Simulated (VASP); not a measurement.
Write the native input for VASP 6.6.1 that does the following.

- Task: single point
- Functional: PBEsol
- Dispersion: D4
- Potentials or basis: VASP PAW PBE potentials, release 64 (Tl_d)
- Cutoff: 520 eV
- k mesh: 10 × 10 × 10
- Occupations: methfessel-paxton, width 0.05 eV
- Spin: no spin polarisation
- Dipole correction: no
- Further INCAR settings: ALGO = Normal; EDIFF = 1e-07; NBANDS = 12

The structure of Tl lies in POSCAR:

```
Tl
1.0
   -1.9559951750      1.9559951750      1.9559951750
    1.9559951750     -1.9559951750      1.9559951750
    1.9559951750      1.9559951750     -1.9559951750
Tl
1
Direct
    0.0000000000      0.0000000000      0.0000000000
```

One way to write it, as run:

INCAR

```
ALGO     = Normal         # electronic algorithm
EDIFF    = 1E-7           # SCF threshold, eV
ENCUT    = 520            # plane-wave cutoff, eV
GGA      = PS             # functional
ISIF     = 2              # what is computed and relaxed
ISMEAR   = 1              # smearing method
IVDW     = 13             # dispersion correction
LASPH    = True           # aspherical terms in the spheres
LCHARG   = True           # write CHGCAR
LELF     = True           # ELF
LREAL    = False          # projectors in reciprocal space
LVHAR    = True         
LWAVE    = False          # write WAVECAR
NBANDS   = 12             # bands
NELM     = 100            # most SCF steps
PREC     = Accurate       # precision mode
SIGMA    = 0.05           # smearing width, eV
```

KPOINTS

```
k-points
0
Gamma
  10 10 10
```

Potentials or basis: VASP PAW PBE potentials, release 64 (Tl_d).

Run with:

```sh
$ cat potpaw_PBE.64/Tl_d/POTCAR > POTCAR
$ mpirun -np 1 vasp_std > vasp.out
```

Results of the run:

```
Pressure                   : -2.7 GPa
Dispersion energy per atom : -0.209 eV
```

Caveat: the PAW data sets were made with another functional, which shifts forces and pressure a little; pairwise dispersion overbinds metals, which lowers pressure and volume.

It took 15 s on 1 thread of Intel(R) Xeon(R) Platinum 8375C CPU @ 2.90GHz (Ice Lake), on a shared host, peak memory 0.16 GiB.
